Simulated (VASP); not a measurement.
# Cs (Pm-3m) in VASP: notebook, part 2 of 2

VASP 6.6.1. Earlier steps stand in the parts before.

## 4. Single point, PBE (131.79 Å³/atom)

This run uses another cell than the first one, of 131.79 Å³/atom.

INCAR

```
ALGO = Normal
EDIFF = 1E-6
ENCUT = 520
GGA = PE
ISIF = 2
ISMEAR = 0
LASPH = True
LCHARG = False
LREAL = False
LWAVE = False
NBANDS = 10
NELM = 60
PREC = Accurate
SIGMA = 0.1
```

KPOINTS

```
k-points
0
Gamma
  12 12 12
```

POSCAR

```
Cs
1.0
    5.0889046350      0.0000000000      0.0000000000
    0.0000000000      5.0889046350      0.0000000000
    0.0000000000      0.0000000000      5.0889046350
Cs
1
Direct
    0.5000000000      0.5000000000      0.5000000000
```

On the command line:

```bash
cat potpaw_PBE.64/Cs_sv/POTCAR > POTCAR
mpirun -np 1 vasp_std > vasp.out
```

Run time: 66 s. Hardware: 1 thread of Intel Xeon 6975P-C (Granite Rapids), shared host; peak memory 0.29 GiB.

Results (log left out):

```
Free energy            : -0.7607 eV
Pressure               : 0.0 GPa
Band gap on the k mesh : zero (an odd number of electrons rules out a gap without spin polarisation)
```

Levels at points of the mesh, in eV from the Fermi level:
```tsv
k point	band 1	band 2	band 3	band 4	band 5	band 6	band 7	band 8	band 9
(0.00, 0.00, 0.00)	-24.07	-10.81	-10.81	-10.81	-1.55	1.35	1.35	4.12	4.12
(0.50, 0.00, 0.00)	-24.07	-10.95	-10.80	-10.80	-0.21	0.39	1.75	2.80	2.80
(0.50, 0.50, 0.00)	-24.06	-10.94	-10.94	-10.79	0.39	1.12	1.89	1.89	3.13
(0.50, 0.50, 0.50)	-24.06	-10.92	-10.92	-10.92	1.10	1.10	1.10	2.93	3.62
```

Caveat: spin-orbit coupling is left out, which moves the levels of the heavy elements.

## 5. Single point, PBE (135.63 Å³/atom)

This run uses another cell than the first one, of 135.63 Å³/atom.

INCAR

```
PREC = Accurate
ENCUT = 520
EDIFF = 1E-6
ISMEAR = 0
SIGMA = 0.1
LREAL = F
LASPH = T
NELM = 80
ALGO = Fast
ISIF = 2
LWAVE = F
LCHARG = F
GGA = PE
NBANDS = 10
```

KPOINTS

```
regular mesh
0
Gamma
  12 12 12
```

POSCAR

```
Cs
1.0
    5.1378394122      0.0000000000      0.0000000000
    0.0000000000      5.1378394122      0.0000000000
    0.0000000000      0.0000000000      5.1378394122
Cs
1
Direct
    0.5000000000      0.5000000000      0.5000000000
```

On the command line:

```bash
cat potpaw_PBE.64/Cs_sv/POTCAR > POTCAR
mpirun -np 1 vasp_std > vasp.out
```

It took 82 s on 1 thread of Intel Xeon 6975P-C (Granite Rapids), shared host; peak memory 0.29 GiB.

The run converged. Its results:

```
Free energy            : -0.7593 eV
Pressure               : -0.1 GPa
Band gap on the k mesh : zero (an odd number of electrons rules out a gap without spin polarisation)
```

Levels at points of the mesh, in eV from the Fermi level:
| k point | band 2 | band 3 | band 4 | band 5 | band 6 | band 7 |
| --- | --- | --- | --- | --- | --- | --- |
| (0.00, 0.00, 0.00) | -10.83 | -10.83 | -10.83 | -1.52 | 1.36 | 1.36 |
| (0.50, 0.00, 0.00) | -10.95 | -10.82 | -10.82 | -0.21 | 0.39 | 1.75 |
| (0.50, 0.50, 0.00) | -10.94 | -10.94 | -10.81 | 0.43 | 1.10 | 1.84 |
| (0.50, 0.50, 0.50) | -10.92 | -10.92 | -10.92 | 1.12 | 1.12 | 1.12 |

Caveat: spin-orbit coupling is left out, which moves the levels of the heavy elements.

## 6. Single point, PBE (140.74 Å³/atom)

This run uses another cell than the first one, of 140.74 Å³/atom.

INCAR

```
SYSTEM = Cs
PREC = Accurate
ENCUT = 520
EDIFF = 1E-6
ISMEAR = 0
SIGMA = 0.1
LREAL = .FALSE.
LASPH = .TRUE.
NELM = 60
ALGO = Normal
ISIF = 2
LWAVE = .FALSE.
LCHARG = .TRUE.
GGA = PE
LELF = .TRUE.
LVHAR = .TRUE.
NBANDS = 10
```

KPOINTS

```
regular mesh
0
G
  12 12 12
  0 0 0
```

POSCAR

```
Cs
1.0
    5.2016700310      0.0000000000      0.0000000000
    0.0000000000      5.2016700310      0.0000000000
    0.0000000000      0.0000000000      5.2016700310
Cs
1
Direct
    0.5000000000      0.5000000000      0.5000000000
```

Potentials or basis: VASP PAW PBE potentials, release 64 (Cs_sv).

On the command line:

```bash
cat potpaw_PBE.64/Cs_sv/POTCAR > POTCAR
mpirun -np 1 vasp_std > vasp.out
```

OUTCAR:

```text
SYSTEM = Cs
   PREC = Accurate
   ENCUT = 520
   EDIFF = 1E-6
   ISMEAR = 0
   LREAL = .FALSE.
   LASPH = .TRUE.
   NELM = 60
   ISIF = 2
   GGA = PE

 ion  position               nearest neighbor table
   1  0.500  0.500  0.500-

  LATTYP: Found a simple cubic cell.
 ALAT       =     5.2016700310

  Lattice vectors:

 A1 = (   5.2016700310,   0.0000000000,   0.0000000000)
 A2 = (   0.0000000000,   5.2016700310,   0.0000000000)
 A3 = (   0.0000000000,   0.0000000000,   5.2016700310)

Analysis of symmetry for initial positions (statically):
=====================================================================
 Subroutine PRICEL returns:
 Original cell was already a primitive cell.

 Routine SETGRP: Setting up the symmetry group for a
 simple cubic supercell.

 Subroutine GETGRP returns: Found 48 space group operations
 (whereof 48 operations were pure point group operations)
 out of a pool of 48 trial point group operations.

The static configuration has the point symmetry O_h .

Analysis of symmetry for dynamics (positions and initial velocities):
=====================================================================
 Subroutine PRICEL returns:
 Original cell was already a primitive cell.

 Routine SETGRP: Setting up the symmetry group for a
 simple cubic supercell.

 Subroutine GETGRP returns: Found 48 space group operations
 (whereof 48 operations were pure point group operations)
 out of a pool of 48 trial point group operations.

The dynamic configuration has the point symmetry O_h .

 Subroutine INISYM returns: Found 48 space group operations
 (whereof 48 operations are pure point group operations),
 and found     1 'primitive' translations

----------------------------------------------------------------------------------------

                                     Primitive cell

  volume of cell :     140.7435

  direct lattice vectors                    reciprocal lattice vectors
     5.201670031  0.000000000  0.000000000     0.192245951  0.000000000  0.000000000
     0.000000000  5.201670031  0.000000000     0.000000000  0.192245951  0.000000000
     0.000000000  0.000000000  5.201670031     0.000000000  0.000000000  0.192245951

  length of vectors
     5.201670031  5.201670031  5.201670031     0.192245951  0.192245951  0.192245951

  position of ions in fractional coordinates (direct lattice)
     0.500000000  0.500000000  0.500000000

  ion indices of the primitive-cell ions
   primitive index   ion index
                 1           1

----------------------------------------------------------------------------------------

 KPOINTS: regular mesh

Automatic generation of k-mesh.
 Grid dimensions read from file:
 generate k-points for:   12   12   12

 Generating k-lattice:

  Cartesian coordinates                     Fractional coordinates (reciprocal lattice)
     0.016020496  0.000000000  0.000000000     0.083333333  0.000000000  0.000000000
     0.000000000  0.016020496  0.000000000     0.000000000  0.083333333  0.000000000
     0.000000000  0.000000000  0.016020496     0.000000000  0.000000000  0.083333333

  Length of vectors
     0.016020496  0.016020496  0.016020496

  Shift w.r.t. Gamma in fractional coordinates (k-lattice)
     0.000000000  0.000000000  0.000000000

 Subroutine IBZKPT returns following result:
 ===========================================

 Found     84 irreducible k-points:

 Following reciprocal coordinates:
            Coordinates               Weight
  0.000000  0.000000  0.000000      1.000000
  0.083333  0.000000  0.000000      6.000000
  0.166667  0.000000  0.000000      6.000000
  0.250000  0.000000  0.000000      6.000000
  0.333333  0.000000  0.000000      6.000000
  0.416667  0.000000  0.000000      6.000000
[... 16 lines left out ...]
  0.333333  0.333333  0.000000     12.000000
  0.416667  0.333333  0.000000     24.000000
 [... further k-points ...]
   k-points           NKPTS =     84   k-points in BZ     NKDIM =     84   number of bands    NBANDS=     10
   number of dos      NEDOS =    301   number of ions     NIONS =      1
   total plane-waves  NPLWV =  64000
   dimension x,y,z NGX =    40 NGY =   40 NGZ =   40
   dimension x,y,z NGXF=    80 NGYF=   80 NGZF=   80
   ions per type =               1
   NGX,Y,Z   is equivalent  to a cutoff of  12.78, 12.78, 12.78 a.u.
   NGXF,Y,Z  is equivalent  to a cutoff of  25.57, 25.57, 25.57 a.u.
 SYSTEM =  Cs
   PREC   = accura    normal or accurate (medium, high low for compatibility)
   ISTART =      0    job   : 0-new  1-cont  2-samecut
   ICHARG =      2    charge: 1-file 2-atom 10-const
   ISPIN  =      1    spin polarized calculation?
   LNONCOLLINEAR =      F non collinear calculations
   LSORBIT =      F    spin-orbit coupling
   LASPH  =      T    aspherical Exc in radial PAW
   ENCUT  =  520.0 eV  38.22 Ry    6.18 a.u.   9.67  9.67  9.67*2*pi/ulx,y,z
   NELM   =     60;   NELMIN=  2; NELMDL= -5     # of ELM steps
   EDIFF  = 0.1E-05   stopping-criterion for ELM
   LREAL  =      F    real-space projection
   EDIFFG = 0.1E-04   stopping-criterion for IOM
   NSW    =      0    number of steps for IOM
   IBRION =     -1    ionic relax: 0-MD 1-quasi-New 2-CG
   NFREE  =      0    steps in history (QN), initial steepest desc. (CG)
   ISIF   =      2    stress and relaxation
   ISYM   =      2    0-nonsym 1-usesym 2-fastsym
   POTIM  = 0.5000    time-step for ionic-motion
   TEBEG  =    0.0;   TEEND  =   0.0 temperature during run
   PSTRESS=    0.0 pullay stress
   NELECT =       9.0000    total number of electrons
   NUPDOWN=      -1.0000    fix difference up-down
   EMIN   =  10.00;   EMAX   =-10.00  energy-range for DOS
   EFERMI =   0.00;   METHOD = LEGACY
   ISMEAR =     0;   SIGMA  =   0.10  broadening in eV -4-tet -1-fermi 0-gaus
   EFERMI_NEDOS =   21; number of points for ismear=-14 and -15
   IALGO  =     38    algorithm
   IMIX   =      4    mixing-type and parameters
     AMIX     =   0.40;   BMIX     =  1.00
     AMIX_MAG =   1.60;   BMIX_MAG =  1.00
  volume/ion in A,a.u.               =     140.74       949.78
  Fermi-wavevector in a.u.,A,eV,Ry     =   0.654656  1.237120  5.831102  0.428574
  Thomas-Fermi vector in A             =   1.725283
   LORBIT       =      0    0 simple, 1 ext, 2 COOP (PROOUT), +10 PAW based schemes
   GGA     = PE    functional components
   LHFCALC =     F    Hartree Fock is set to
   AEXX    =    0.0000 exact exchange contribution
   IVDW    =     0    specifies the selected vdW correction
   LEPSILON=     F    determine dielectric tensor
   LRPA    =     F    only Hartree local field effects (RPA)
 non-spin polarized calculation
 Gauss-broadening in eV      SIGMA  =   0.10
  energy-cutoff  :      520.00
  volume of cell :      140.74
 maximum number of plane-waves:      3840
 NGX is ok and might be reduce to    40
   NGX = 19   NGY = 19   NGZ = 19

 number of electron       8.9999999 magnetization

 Free energy of the ion-electron system (eV)
  ---------------------------------------------------
  ext. energy  EPLUGINS =         0.00000000
  ---------------------------------------------------
  free energy    TOTEN  =        -0.75606586 eV

  energy without entropy =       -0.74978596  energy(sigma->0) =       -0.75292591

 E-fermi :   0.0228     XC(G=0):  -4.9109

 val. band max:        0.0042400921   @ k =   0.4167   0.2500   0.0000
 cond. band min:       0.0342322610   @ k =   0.3333   0.2500   0.2500
 fundamental gap:      0.0299921689
 Fermi energy:         0.0228046046

 k-point     1 :       0.0000    0.0000    0.0000
  band No.  band energies     occupation
      1     -24.0738      2.00000
      2     -10.8219      2.00000
      3     -10.8219      2.00000
      4     -10.8219      2.00000
      5      -1.4602      2.00000
      6       1.3955      0.00000
      7       1.3955      0.00000
      8       4.0069      0.00000
      9       4.0069      0.00000
     10       4.0069      0.00000
[... 287 lines left out ...]
 k-point    24 :       0.4167    0.3333    0.0000
  band No.  band energies     occupation
      1     -24.0673      2.00000
      2     -10.9170      2.00000
      3     -10.8949      2.00000
      4     -10.8060      2.00000
      5       0.2304      0.00332
      6       0.8453      0.00000
      7       1.8162      0.00000
      8       2.1542      0.00000
      9       3.0268      0.00000
     10       3.2491      0.00000

 [... further k-points ...]

------------------------ aborting loop because EDIFF is reached ----------------------------------------

  FORCE on cell =-STRESS in cart. coord.  units (eV):
  Direction    XX          YY          ZZ          XY          YZ          ZX
  --------------------------------------------------------------------------------------
  -------------------------------------------------------------------------------------
  Total       -0.1104568     -0.1104568     -0.1104568      0.0000000      0.0000000     -0.0000000
  in kB       -1.2574033     -1.2574033     -1.2574033      0.0000000      0.0000000     -0.0000000
  external PRESSURE =      -1.2574033 kB  Pullay stress =       0.0000000 kB

 VOLUME and BASIS-vectors are now :
 -----------------------------------------------------------------------------
  energy-cutoff  :      520.00
  volume of cell :      140.74
      direct lattice vectors                 reciprocal lattice vectors
     5.201670031  0.000000000  0.000000000     0.192245951  0.000000000  0.000000000
     0.000000000  5.201670031  0.000000000     0.000000000  0.192245951  0.000000000
     0.000000000  0.000000000  5.201670031     0.000000000  0.000000000  0.192245951

 POSITION                                       TOTAL-FORCE (eV/Angst)
 -----------------------------------------------------------------------------------
      2.60084      2.60084      2.60084         0.000000      0.000000      0.000000
 -----------------------------------------------------------------------------------
    total drift:                                0.000000      0.000000     -0.000000

  FREE ENERGIE OF THE ION-ELECTRON SYSTEM (eV)
  ---------------------------------------------------
  free  energy   TOTEN  =        -0.7560658603 eV

  energy  without entropy=       -0.7497859610  energy(sigma->0) =       -0.75292591
```

stdout:

```text
POSCAR found type information on POSCAR Cs
 POSCAR found :  1 types and       1 ions
 scaLAPACK will be used
 LDA part: xc-table for (Slater+PW92), standard interpolation
 POSCAR, INCAR and KPOINTS ok, starting setup
 FFT: planning ... GRIDC
 FFT: planning ... GRID_SOFT
 FFT: planning ... GRID
 WAVECAR not read
 entering main loop
```

Wall time 56 s (1 thread of Intel Xeon 6975P-C (Granite Rapids), shared host); peak memory 0.29 GiB.

What came out:

* Free energy: -0.7561 eV
* Pressure: -0.1 GPa
* Band gap on the k mesh: zero (an odd number of electrons rules out a gap without spin polarisation)

Levels at points of the mesh, in eV from the Fermi level:
```csv
k point,band 1,band 2,band 3,band 4,band 5,band 6,band 7,band 8,band 9
"(0.00, 0.00, 0.00)",-24.10,-10.84,-10.84,-10.84,-1.48,1.37,1.37,3.98,3.98
"(0.50, 0.00, 0.00)",-24.09,-10.96,-10.84,-10.84,-0.21,0.38,1.75,2.74,2.74
"(0.50, 0.50, 0.00)",-24.09,-10.94,-10.94,-10.83,0.46,1.08,1.79,1.79,3.05
"(0.50, 0.50, 0.50)",-24.09,-10.93,-10.93,-10.93,1.13,1.13,1.13,2.89,3.40
```

Caveat: spin-orbit coupling is left out, which moves the levels of the heavy elements.

## 7. Overview

```csv
cell,gap on the mesh (eV),pressure (GPa)
"a = 4.988 Å, 1 atom",none,0.0
"a = 5.039 Å, 1 atom",none,0.0
"a = 5.089 Å, 1 atom",none,0.0
"a = 5.138 Å, 1 atom",none,-0.1
"a = 5.202 Å, 1 atom",none,-0.1
```

Alike in all rows: task single point; level PBE; potentials or basis VASP PAW PBE potentials, release 64 (Cs_sv); no spin polarisation; k mesh 12 × 12 × 12; cutoff (eV) 520; smearing gaussian 0.1 eV.

Caveats: spin-orbit coupling is left out, which moves the levels of the heavy elements.

Absolute energies hang on the potentials; compare differences alone.
